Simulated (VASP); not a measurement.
Write the native input for VASP 6.6.1 that does the following.

```
Task                   : single point
Functional             : r2SCAN
Potentials or basis    : VASP PAW PBE potentials, release 64 (Ta_pv)
Cutoff                 : 520 eV
k mesh                 : 8 × 8 × 8
Occupations            : gaussian, width 0.1 eV
Spin                   : no spin polarisation
Dipole correction      : no
Further INCAR settings : ALGO = Normal; EDIFF = 1e-06; NBANDS = 12
```

Crystal: Ta.

```
Ta
1.0
    -1.65493    1.65493    1.65493
     1.65493   -1.65493    1.65493
     1.65493    1.65493   -1.65493
Ta
1
Cartesian
  0.0000 0.0000 0.0000
```

The input as run:

POSCAR

```
Ta
1.0
   -1.6549278100      1.6549278100      1.6549278100
    1.6549278100     -1.6549278100      1.6549278100
    1.6549278100      1.6549278100     -1.6549278100
Ta
1
Direct
    0.0000000000      0.0000000000      0.0000000000
```

INCAR.step1

```
PREC = Accurate ; ENCUT = 520
ISMEAR = 0 ; SIGMA = 0.1
LREAL = F ; LASPH = T
NELM = 80 ; NBANDS = 12
GGA = PE ; ALGO = Normal
EDIFF = 1E-4 ; LWAVE = T
LCHARG = F
```

INCAR.step2

```
PREC = Accurate ; ENCUT = 520
EDIFF = 1E-6 ; ISMEAR = 0
SIGMA = 0.1 ; LREAL = F
LASPH = T ; NELM = 80
ALGO = Normal ; ISIF = 2
LWAVE = F ; LCHARG = F
METAGGA = R2SCAN ; LMIXTAU = T
NBANDS = 12 ; ISTART = 1
```

KPOINTS

```
regular mesh
0
Gamma
  8 8 8
```

Potentials or basis: VASP PAW PBE potentials, release 64 (Ta_pv).

Command:

```console
$ cat potpaw_PBE.64/Ta_pv/POTCAR > POTCAR
$ cp INCAR.step1 INCAR
$ mpirun -np 1 vasp_std > vasp.out
$ cp INCAR.step2 INCAR
$ mpirun -np 1 vasp_std > vasp.out
```

Results of the run:

```json
{
 "Pressure": "-2.7 GPa"
}
```

Caveat: the PAW data sets were made with another functional, which shifts forces and pressure a little.

It took 14 s on 1 thread of Intel(R) Xeon(R) Platinum 8488C (Sapphire Rapids), with other jobs on the host, peak memory 0.14 GiB.
